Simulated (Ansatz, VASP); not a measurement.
# Zr: VASP beside Ansatz

```
Zr
1.0
     0.01409    2.25500    2.25500
     2.25500    0.01409    2.25500
     2.26909    2.26909    0.00000
Zr
1
Direct
  0.00000 0.00000 0.00000
```

Change from the starting cell: strain +0.0125 x Voigt [0, 0, 0, 0, 0, 1], atoms carried along.

Alike in both runs: task single point; functional PBEsol; k mesh 18 × 18 × 18; occupations gaussian, width 0.15 eV; no spin polarisation.

|  | VASP | Ansatz |
| --- | --- | --- |
| version | VASP 6.6.1 | Ansatz 0.2.0 |
| potentials or method | VASP PAW PBE potentials, release 64 (Zr_sv), cutoff 520 eV | scalar-relativistic, plane waves, PAW |
| valence electrons in the cell | 12 | 12 |

VASP gave:

| Property | Result |
| --- | --- |
| gap on the k mesh at the Fermi level (eV) | none |
| pressure (GPa) | -2.7 |
| traceless stress, the component that is largest in VASP (GPa) | -0.63 |

Question: What did Ansatz give for the same quantities?

Answer: gap on the k mesh at the Fermi level (eV): none; pressure (GPa): -2.8; traceless stress, the component that is largest in VASP (GPa): -0.62.

VASP's potentials were made for PBE, not for PBEsol. A gap of «none» marks a metal or a gap that the smearing closes. The functional is the same, so the differences come from potentials, cutoffs and numerics.
